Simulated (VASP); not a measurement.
# C (Cmcm) in VASP: a series of runs

C is run at these levels: LDA; tasks: single point.

Program: VASP 6.6.1. These are calculated values, not measurements. Logs are shortened: lines on timing, memory, paths and dates and some standing lists are left out, and cuts for length are marked.

## 1. The cell of the first run

It takes space group Cmcm (No. 63, orthorhombic). Conventional cell: a = 2.446 Å, b = 4.233 Å, c = 6.719 Å, α = 90.00°, β = 90.00°, γ = 90.00°. C (site symmetry m2m) has 3 C at 1.41 Å within 1.9 Å. C (site symmetry m2m) has 3 C at 1.41 Å within 1.9 Å.

## 2. Single point, LDA (mode 1 (-37.7 1/cm) frozen in, largest displacement -0.400 Å)

INCAR reads:

```
SYSTEM = C
  ALGO = Normal
  EDIFF = 1E-6
  ENCUT = 520
  GGA = CA
  ISIF = 2
  ISMEAR = 0
  LASPH = .True.
  LCHARG = .False.
  LREAL = .False.
  LWAVE = .False.
  NBANDS = 16
  NELM = 60
  PREC = Accurate
  SIGMA = 0.03
```

KPOINTS reads:

```
k-points
0
Gamma
  16 16 6
  0 0 0
```

POSCAR reads:

```
C
1.0
    1.2227846672      2.1166507485      0.0000000000
    1.2227846672     -2.1166507485      0.0000000000
    0.0000000000      0.0000000000     -6.7194983675
C
4
Direct
    0.0722176660      0.9277823340      0.0000000000
    0.7611954652      0.2388045348      0.5000000000
    0.7388045348      0.2611954652      1.0000000000
    0.4277823340      0.5722176660      0.5000000000
```

Potentials or basis: VASP PAW LDA potentials, release 64 (C).

The run is started by

```bash
$ cat potpaw_LDA.64/C/POTCAR > POTCAR
$ mpirun -np 1 vasp_std > vasp.out
```

OUTCAR:

```text
SYSTEM = C
   EDIFF = 1E-6
   ENCUT = 520
   GGA = CA
   ISIF = 2
   ISMEAR = 0
   LASPH = .True.
   LREAL = .False.
   NELM = 60
   PREC = Accurate

 ion  position               nearest neighbor table
   1  0.072  0.928  0.000-   3 1.41   3 1.41   3 1.41
   2  0.761  0.239  0.500-   4 1.41   4 1.41   4 1.41
   3  0.739  0.261  0.000-   1 1.41   1 1.41   1 1.41
   4  0.428  0.572  0.500-   2 1.41   2 1.41   2 1.41

  LATTYP: Found a base centered orthorhombic cell.
 ALAT       =     2.4455693344
 B/A-ratio  =     1.7310085784
 C/A-ratio  =     2.7476212892

  Lattice vectors:

 A1 = (   1.2227846672,   2.1166507485,   0.0000000000)
 A2 = (   1.2227846672,  -2.1166507485,   0.0000000000)
 A3 = (   0.0000000000,   0.0000000000,  -6.7194983675)

Analysis of symmetry for initial positions (statically):
=====================================================================
 Subroutine PRICEL returns:
 Original cell was already a primitive cell.

 Routine SETGRP: Setting up the symmetry group for a
 base centered orthorhombic supercell.

 Subroutine GETGRP returns: Found  8 space group operations
 (whereof  4 operations were pure point group operations)
 out of a pool of  8 trial point group operations.

The static configuration has the point symmetry C_2v.
 The point group associated with its full space group is D_2h.

Analysis of symmetry for dynamics (positions and initial velocities):
=====================================================================
 Subroutine PRICEL returns:
 Original cell was already a primitive cell.

 Routine SETGRP: Setting up the symmetry group for a
 base centered orthorhombic supercell.

 Subroutine GETGRP returns: Found  8 space group operations
 (whereof  4 operations were pure point group operations)
 out of a pool of  8 trial point group operations.

The dynamic configuration has the point symmetry C_2v.
 The point group associated with its full space group is D_2h.

 Subroutine INISYM returns: Found  8 space group operations
 (whereof  4 operations are pure point group operations),
 and found     1 'primitive' translations

----------------------------------------------------------------------------------------

                                     Primitive cell

  volume of cell :      34.7829

  direct lattice vectors                    reciprocal lattice vectors
     1.222784667  2.116650749  0.000000000     0.408902739  0.236222249  0.000000000
     1.222784667 -2.116650749  0.000000000     0.408902739 -0.236222249  0.000000000
     0.000000000  0.000000000 -6.719498367     0.000000000  0.000000000 -0.148820633

  length of vectors
     2.444465736  2.444465736  6.719498367     0.472231300  0.472231300  0.148820633

  position of ions in fractional coordinates (direct lattice)
     0.072217666  0.927782334  0.000000000
     0.761195465  0.238804535  0.500000000
     0.738804535  0.261195465  0.000000000
     0.427782334  0.572217666  0.500000000

  ion indices of the primitive-cell ions
   primitive index   ion index
                 1           1
                 2           2
                 3           3
                 4           4

----------------------------------------------------------------------------------------

 KPOINTS: k-points

Automatic generation of k-mesh.
 Grid dimensions read from file:
 generate k-points for:   16   16    6

 Generating k-lattice:

  Cartesian coordinates                     Fractional coordinates (reciprocal lattice)
     0.025556421  0.014763891  0.000000000     0.062500000 -0.000000000  0.000000000
     0.025556421 -0.014763891  0.000000000    -0.000000000  0.062500000  0.000000000
     0.000000000  0.000000000 -0.024803439     0.000000000  0.000000000  0.166666667

  Length of vectors
     0.029514456  0.029514456  0.024803439

  Shift w.r.t. Gamma in fractional coordinates (k-lattice)
     0.000000000  0.000000000  0.000000000

 Subroutine IBZKPT returns following result:
 ===========================================

 Found    292 irreducible k-points:

 Following reciprocal coordinates:
            Coordinates               Weight
  0.000000  0.000000  0.000000      1.000000
  0.062500 -0.000000  0.000000      4.000000
  0.125000 -0.000000  0.000000      4.000000
  0.187500 -0.000000  0.000000      4.000000
  0.250000 -0.000000  0.000000      4.000000
  0.312500 -0.000000  0.000000      4.000000
[... 16 lines left out ...]
 -0.125000  0.062500  0.000000      4.000000
 -0.062500  0.062500  0.000000      2.000000
 [... further k-points ...]
   k-points           NKPTS =    292   k-points in BZ     NKDIM =    292   number of bands    NBANDS=     16
   number of dos      NEDOS =    301   number of ions     NIONS =      4
   total plane-waves  NPLWV =  16200
   dimension x,y,z NGX =    18 NGY =   18 NGZ =   50
   dimension x,y,z NGXF=    36 NGYF=   36 NGZF=  100
   ions per type =               4
   NGX,Y,Z   is equivalent  to a cutoff of  12.24, 12.24, 12.37 a.u.
   NGXF,Y,Z  is equivalent  to a cutoff of  24.48, 24.48, 24.74 a.u.
 SYSTEM =  C
   PREC   = accura    normal or accurate (medium, high low for compatibility)
   ISTART =      0    job   : 0-new  1-cont  2-samecut
   ICHARG =      2    charge: 1-file 2-atom 10-const
   ISPIN  =      1    spin polarized calculation?
   LNONCOLLINEAR =      F non collinear calculations
   LSORBIT =      F    spin-orbit coupling
   LASPH  =      T    aspherical Exc in radial PAW
   ENCUT  =  520.0 eV  38.22 Ry    6.18 a.u.   4.55  4.55 12.49*2*pi/ulx,y,z
   NELM   =     60;   NELMIN=  2; NELMDL= -5     # of ELM steps
   EDIFF  = 0.1E-05   stopping-criterion for ELM
   LREAL  =      F    real-space projection
   EDIFFG = 0.1E-04   stopping-criterion for IOM
   NSW    =      0    number of steps for IOM
   IBRION =     -1    ionic relax: 0-MD 1-quasi-New 2-CG
   NFREE  =      0    steps in history (QN), initial steepest desc. (CG)
   ISIF   =      2    stress and relaxation
   ISYM   =      2    0-nonsym 1-usesym 2-fastsym
   POTIM  = 0.5000    time-step for ionic-motion
   TEBEG  =    0.0;   TEEND  =   0.0 temperature during run
   PSTRESS=    0.0 pullay stress
   NELECT =      16.0000    total number of electrons
   NUPDOWN=      -1.0000    fix difference up-down
   EMIN   =  10.00;   EMAX   =-10.00  energy-range for DOS
   EFERMI =   0.00;   METHOD = LEGACY
   ISMEAR =     0;   SIGMA  =   0.03  broadening in eV -4-tet -1-fermi 0-gaus
   EFERMI_NEDOS =   21; number of points for ismear=-14 and -15
   IALGO  =     38    algorithm
   IMIX   =      4    mixing-type and parameters
     AMIX     =   0.40;   BMIX     =  1.00
     AMIX_MAG =   1.60;   BMIX_MAG =  1.00
  volume/ion in A,a.u.               =       8.70        58.68
  Fermi-wavevector in a.u.,A,eV,Ry     =   1.263745  2.388132 21.729207  1.597052
  Thomas-Fermi vector in A             =   2.397086
   LORBIT       =      0    0 simple, 1 ext, 2 COOP (PROOUT), +10 PAW based schemes
   GGA     = CA    functional components
   LHFCALC =     F    Hartree Fock is set to
   AEXX    =    0.0000 exact exchange contribution
   IVDW    =     0    specifies the selected vdW correction
   LEPSILON=     F    determine dielectric tensor
   LRPA    =     F    only Hartree local field effects (RPA)
 non-spin polarized calculation
 Gauss-broadening in eV      SIGMA  =   0.03
  energy-cutoff  :      520.00
  volume of cell :       34.78
 maximum number of plane-waves:       967
   NGX =  9   NGY =  9   NGZ = 25

 number of electron      16.0000003 magnetization

 Free energy of the ion-electron system (eV)
  ---------------------------------------------------
  ext. energy  EPLUGINS =         0.00000000
  ---------------------------------------------------
  free energy    TOTEN  =       -40.44747357 eV

  energy without entropy =      -40.44747357  energy(sigma->0) =      -40.44747357

 E-fermi :   4.6897     XC(G=0): -10.7944

 val. band max:        4.4631928958   @ k =   0.3125   0.3125   0.0000
 cond. band min:       4.9819886327   @ k =   0.3750   0.3125   0.0000
 fundamental gap:      0.5187957369
 Fermi energy:         4.6897100137

 k-point     1 :       0.0000    0.0000    0.0000
  band No.  band energies     occupation
      1     -14.9376      2.00000
      2     -14.6234      2.00000
      3      -4.0541      2.00000
      4      -2.0247      2.00000
      5       1.6882      2.00000
      6       1.6971      2.00000
[... 8 lines left out ...]
     15      16.2570      0.00000
     16      16.4593      0.00000

 k-point     2 :       0.0625   -0.0000    0.0000
  band No.  band energies     occupation
      1     -14.8435      2.00000
      2     -14.5312      2.00000
      3      -3.9383      2.00000
      4      -1.9163      2.00000
      5       1.3169      2.00000
      6       1.3421      2.00000
[... 8 lines left out ...]
     15      15.9210      0.00000
     16      16.1406      0.00000

 k-point     3 :       0.1250   -0.0000    0.0000
  band No.  band energies     occupation
      1     -14.5619      2.00000
      2     -14.2551      2.00000
      3      -3.5922      2.00000
      4      -1.5931      2.00000
      5       0.3110      2.00000
      6       0.3573      2.00000
[... 8 lines left out ...]
     15      15.0709      0.00000
     16      15.2845      0.00000

 k-point     4 :       0.1875   -0.0000    0.0000
  band No.  band energies     occupation
      1     -14.0945      2.00000
      2     -13.7967      2.00000
      3      -3.0199      2.00000
      4      -1.0985      2.00000
      5      -1.0617      2.00000
      6      -1.0268      2.00000
[... 8 lines left out ...]
     15      16.3116      0.00000
     16      16.3633      0.00000
[... 324 lines left out ...]
 k-point    22 :      -0.1875    0.0625    0.0000
  band No.  band energies     occupation
      1     -14.2809      2.00000
      2     -13.9796      2.00000
      3      -3.2476      2.00000
      4      -1.2729      2.00000
      5      -0.4544      2.00000
      6      -0.4034      2.00000
[... 8 lines left out ...]
     15      15.3199      0.00000
     16      15.3770      0.00000

 k-point    23 :      -0.1250    0.0625    0.0000
  band No.  band energies     occupation
      1     -14.6556      2.00000
      2     -14.3469      2.00000
      3      -3.7070      2.00000
      4      -1.7005      2.00000
      5       0.6809      2.00000
      6       0.7100      2.00000
[... 8 lines left out ...]
     15      15.2778      0.00000
     16      15.5502      0.00000

 k-point    24 :      -0.0625    0.0625    0.0000
  band No.  band energies     occupation
      1     -14.8434      2.00000
      2     -14.5311      2.00000
      3      -3.9382      2.00000
      4      -1.9163      2.00000
      5       1.3250      2.00000
      6       1.3541      2.00000
[... 8 lines left out ...]
     15      15.9143      0.00000
     16      16.1484      0.00000

 [... further k-points ...]
[... 5 lines left out ...]
  --------------------------------------------------------------------------------------
  -------------------------------------------------------------------------------------
  Total        0.2131938      0.3517500     -0.0716166      0.0000000      0.0000000      0.0000000
  in kB        9.8201710     16.2023735     -3.2988190      0.0000000      0.0000000      0.0000000
  external PRESSURE =       7.5745752 kB  Pullay stress =       0.0000000 kB

 VOLUME and BASIS-vectors are now :
 -----------------------------------------------------------------------------
  energy-cutoff  :      520.00
  volume of cell :       34.78
      direct lattice vectors                 reciprocal lattice vectors
     1.222784667  2.116650749  0.000000000     0.408902739  0.236222249  0.000000000
     1.222784667 -2.116650749  0.000000000     0.408902739 -0.236222249  0.000000000
     0.000000000  0.000000000 -6.719498367     0.000000000  0.000000000 -0.148820633

 POSITION                                       TOTAL-FORCE (eV/Angst)
 -----------------------------------------------------------------------------------
      1.22278     -1.81093      0.00000         0.000000     -0.002498      0.000000
      1.22278      1.10572     -3.35975         0.000000     -0.010749      0.000000
      1.22278      1.01093      0.00000         0.000000      0.010749      0.000000
      1.22278     -0.30572     -3.35975         0.000000      0.002498      0.000000
 -----------------------------------------------------------------------------------
    total drift:                               -0.000000      0.000000     -0.000000

  FREE ENERGIE OF THE ION-ELECTRON SYSTEM (eV)
  ---------------------------------------------------
  free  energy   TOTEN  =       -40.4474735691 eV

  energy  without entropy=      -40.4474735691  energy(sigma->0) =      -40.44747357
```

It took 49 s on 1 thread of Intel Xeon 6975P-C (Granite Rapids), shared host; peak memory 0.21 GiB.

What came out:

| Property | Result |
| --- | --- |
| Free energy | -40.4475 eV |
| Pressure | 0.8 GPa |
| Largest force | 0.011 eV/Å |
| Band gap on the k mesh | 0.52 eV, indirect (least direct gap 0.53 eV) |

Forces on the atoms (eV/Å):
```
C    0.000 -0.002  0.000
C    0.000 -0.011  0.000
C    0.000  0.011  0.000
C    0.000  0.002  0.000
```

Caveat: the cell differs from its parent crystal (mode 1 (-37.7 1/cm) frozen in, largest displacement -0.400 Å).

(Part 1 of 2 ends here.)
